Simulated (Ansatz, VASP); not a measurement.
Ir: VASP beside Ansatz

```xyz
1
Lattice="0.0000 1.9379 1.9379 1.9379 0.0000 1.9379 1.9379 1.9379 0.0000" Properties=species:S:1:pos:R:3 pbc="T T T"
Ir    0.0000    0.0000    0.0000
```

Alike in both runs: task relaxation of cell and atoms; functional PBE; k mesh 8 × 8 × 8; occupations methfessel-paxton of order 1, width 0.0283 eV; no spin polarisation.

|  | VASP | Ansatz |
| --- | --- | --- |
| version | VASP 6.6.1 | Ansatz 0.2.0 |
| potentials or method | VASP PAW PBE potentials, release 64 (Ir), cutoff 500 eV | PAW plane waves |
| valence electrons in the cell | 9 | 17 |

```tsv
	VASP	Ansatz	Ansatz less VASP
gap on the k mesh at the Fermi level, each at its own relaxed structure (eV)	none	none	-
relaxed volume (Å³/atom)	14.57	14.55	-0.018
relaxed cell length with the largest relative difference (Å)	2.741	2.740	-0.0011
```

A gap of «none» marks a metal or a gap that the smearing closes. VASP's potentials hold 9 valence electrons a cell and Ansatz's 17, so a difference there can come from the potentials and not from the codes.

Spin-orbit coupling is off throughout.
